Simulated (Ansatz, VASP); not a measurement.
# One calculation of Mg3CdSe2O2, two programs

```
Mg Cd Se O
1.0
     3.90285    0.00000    0.00000
     0.00000    3.90285    0.00000
     0.00000    0.00000    9.76316
Mg Cd Se O
3 1 2 2
Direct
  0.00000 0.00000 0.00000
  0.50000 0.50000 0.84728
  0.50000 0.50000 0.15272
  0.00000 0.00000 0.50000
  0.50000 0.00000 0.68063
  0.00000 0.50000 0.31937
  0.50000 0.00000 0.06265
  0.00000 0.50000 0.93735
```

Alike in both runs: functional PBE; k mesh 3 × 3 × 2; occupations gaussian, width 0.15 eV; no spin polarisation.

Ansatz relaxed the structure, and its values are those at the end. VASP's run is a single point on that final structure, the one shown.

|  | VASP | Ansatz |
| --- | --- | --- |
| version | VASP 6.6.1 | Ansatz 0.2.0 |
| potentials or method | VASP PAW PBE potentials, release 64 (Mg, Cd, Se, O), cutoff 520 eV | scalar-relativistic, plane waves, PAW |
| valence electrons in the cell | 42 | 94 |

```csv
,VASP,Ansatz,Ansatz less VASP
gap on the k mesh at the Fermi level (eV),1.10,1.12,+0.015
least direct gap on the mesh (eV),1.17,1.18,+0.013
pressure (GPa),0.1,0.1,+0.02
rms of the force components (eV/Å),0.012,0.008,-0.0045
```

VASP's potentials hold 42 valence electrons a cell and Ansatz's 94, so a difference there can come from the potentials and not from the codes.

The k mesh is coarse, so the values compare programs but aren't converged.
